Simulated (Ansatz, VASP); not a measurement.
## Zr3SiO in VASP and in Ansatz

```
Zr Si O
1.0
     3.04586    1.75853    2.64275
    -3.04586    1.75853    2.64275
     0.00000   -3.51706    2.64275
Zr Si O
3 1 1
Cartesian
  0.0000 -1.7585 1.3214
  1.5229 0.8793 1.3214
  -1.5229 0.8793 1.3214
  0.0000 0.0000 3.9641
  0.0000 0.0000 0.0000
```

Alike in both runs: functional PBE; k mesh 6 × 6 × 6; occupations gaussian, width 0.1 eV; no spin polarisation.

Ansatz relaxed the structure, and its values are those at the end. VASP's run is a single point on that final structure, the one shown.

|  | VASP | Ansatz |
| --- | --- | --- |
| version | VASP 6.6.1 | Ansatz 0.2.0 |
| potentials or method | VASP PAW PBE potentials, release 64 (Zr_sv, Si, O), cutoff 520 eV | scalar-relativistic, plane waves, PAW |
| valence electrons in the cell | 46 | 46 |

Ansatz gave:

| Property | Result |
| --- | --- |
| gap on the k mesh at the Fermi level (eV) | none |
| pressure (GPa) | 0.1 |

Q: Which values does VASP return?

A: gap on the k mesh at the Fermi level (eV): none; pressure (GPa): 0.3.

A gap of «none» marks a metal or a gap that the smearing closes.
